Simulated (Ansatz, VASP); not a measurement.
Si: VASP beside Ansatz

```
Si
1.0
     4.55214   -2.43471    0.00000
     4.55214    2.43471    0.00000
     0.00000    0.00000    5.06127
Si
8
Direct
  0.50000 0.50000 0.77051
  0.50000 0.50000 0.22949
  0.00000 0.00000 0.27051
  0.00000 0.00000 0.72949
  0.72622 0.72622 0.50000
  0.22622 0.22622 0.00000
  0.27378 0.27378 0.50000
  0.77378 0.77378 0.00000
```

Change from the starting cell: strain +0.000 along x and y, -0.050 along z, atoms carried along.

Alike in both runs: task single point; functional LDA; k mesh 10 × 10 × 8; occupations gaussian, width 0.15 eV; no spin polarisation.

|  | VASP | Ansatz |
| --- | --- | --- |
| version | VASP 6.6.1 | Ansatz 0.2.0 |
| potentials or method | VASP PAW LDA potentials, release 64 (Si), cutoff 520 eV | scalar-relativistic, plane waves, PAW |
| valence electrons in the cell | 32 | 32 |

```tsv
	VASP	Ansatz	Ansatz less VASP
gap on the k mesh at the Fermi level (eV)	none	none	-
pressure (GPa)	6.9	6.8	-0.11
traceless stress, the component that is largest in VASP (GPa)	6.29	6.29	+0.001
rms of the force components (eV/Å)	0.157	0.156	-0.0002
```

LDA's correlation is that of Perdew and Zunger in VASP and of Perdew and Wang (1992) in Ansatz. Atom by atom the forces differ by 0.000 eV/Å (rms over components). A gap of «none» marks a metal or a gap that the smearing closes.
